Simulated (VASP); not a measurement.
RbGeBr2:

```
CELL_PARAMETERS angstrom
4.04227 0.00000 0.00000
-2.02114 3.50071 0.00000
0.00000 0.00000 7.92285
ATOMIC_POSITIONS crystal
Rb 0.00000 0.00000 0.00000
Ge 0.00000 0.00000 0.50000
Br 0.33333 0.66667 0.25000
Br 0.33333 0.66667 0.75000
```

| Property | Result |
| --- | --- |
| Program | VASP 6.6.1 |
| Task | relaxation of cell and atoms |
| Functional | PBE |
| Potentials or basis | VASP PAW PBE potentials, release 64 (Rb_sv, Ge_d, Br) |
| Cutoff | 600 eV |
| k mesh | 6 × 6 × 2 |
| Occupations | gaussian, width 0.1 eV |
| Spin | no spin polarisation |

At the start: pressure 6.5 GPa; volume 28.03 Å³/atom.

How do energy, volume and symmetry change on relaxing?

Over 7 steps the energy falls by 143.3 meV/atom and the volume is 32.54 Å³/atom (+16.1 %); space group P-6m2 (No. 187, to 0.1 Å) before and after.

Step by step:
```tsv
step	energy change (eV)	largest force (eV/Å)	pressure (GPa)	volume (Å³)
1	0.0000	0.7845	6.50	112.11
2	-0.5023	0.3559	0.51	131.51
3	-0.5176	0.2677	-0.60	138.06
4	-0.5188	0.2844	-0.38	136.68
5	-0.5369	0.2335	-0.34	135.49
6	-0.5699	0.0690	-0.17	131.84
7	-0.5730	0.0087	-0.07	130.18
```

Final structure:
```
CELL_PARAMETERS angstrom
4.07234 0.00000 0.00000
-2.03617 3.52675 0.00000
0.00000 0.00000 9.06404
ATOMIC_POSITIONS crystal
Rb 0.00000 0.00000 0.00000
Ge 0.00000 0.00000 0.50000
Br 0.33333 0.66667 0.26510
Br 0.33333 0.66667 0.73490
```

Caveat: the k points lie up to 0.35 Å⁻¹ apart in the final cell, too coarse for converged energies and pressures of a metal; the volume moved by over 15 % at a fixed basis, so the end points are rough; an odd number of electrons without spin polarisation forces a metal; a magnetic or distorted state may lie lower.
